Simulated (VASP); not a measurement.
Si2Mo: relaxation of shape and atoms at fixed volume with LDA

Si2Mo:

```
Si Mo
1.0
    -1.59813    1.59813    3.91309
     1.59813   -1.59813    3.91309
     1.59813    1.59813   -3.91309
Si Mo
2 1
Direct
  0.33546 0.33546 0.00000
  0.66454 0.66454 0.00000
  0.00000 0.00000 0.00000
```

- Program: VASP 6.6.1
- Task: relaxation of shape and atoms at fixed volume
- Functional: LDA
- Potentials or basis: VASP PAW LDA potentials, release 64 (Si, Mo_sv)
- Cutoff: 600 eV
- k mesh: 10 × 10 × 10
- Occupations: gaussian, width 0.05 eV
- Spin: no spin polarisation
- Dipole correction: no
- Further INCAR settings: ALGO = Normal; EDIFF = 1e-07; IBRION = 2; EDIFFG = -0.01; NSW = 60; ISIF = 4

* Energy gained by relaxing: 0.0 meV/atom
* Ionic steps: 3
* Pressure after relaxing: -3.7 GPa
* Largest force after relaxing: 0.010 eV/Å
* Band gap on the k mesh: zero (bands 11 and 12 overlap by 0.91 eV)

Forces on the atoms (eV/Å):
```
Si   0.000  0.000  0.010
Si   0.000  0.000 -0.010
Mo   0.000  0.000  0.000
```

Stress tensor (GPa, compression positive):
```
-3.73  0.00  0.00
 0.00 -3.73  0.00
 0.00  0.00 -3.62
```

Step by step:
```
step  energy change (eV)  largest force (eV/Å)  pressure (GPa)  volume (Å³)
   1              0.0000                0.0364           -3.75        39.98
   2             -0.0001                0.0006           -3.67        39.98
   3             -0.0001                0.0100           -3.69        39.98
```

Final structure:
```
Si Mo
1.0
    -1.59891    1.59891    3.90929
     1.59891   -1.59891    3.90929
     1.59891    1.59891   -3.90929
Si Mo
2 1
Direct
  0.33563 0.33563 0.00000
  0.66437 0.66437 0.00000
  0.00000 0.00000 0.00000
```

Levels at points of the mesh, in eV from the Fermi level:
```tsv
k point	band 7	band 8	band 9	band 10	band 11	band 12	band 13	band 14	band 15
(0.00, 0.00, 0.00)	-3.28	-3.03	-2.54	-2.54	0.45	3.25	3.35	3.57	3.57
(0.50, 0.00, 0.00)	-4.89	-4.37	-2.52	-2.50	-0.42	2.32	3.20	4.17	4.28
(0.50, 0.50, 0.00)	-5.51	-5.09	-4.34	-2.97	-1.10	2.37	2.81	3.28	3.50
(0.50, 0.50, 0.50)	-3.50	-2.10	-0.50	-0.50	-0.37	-0.37	0.59	4.85	5.16
```

It took 2.4 min on 1 thread of AMD EPYC 7R13 Processor (Zen 3), on a shared host, peak memory 0.19 GiB.
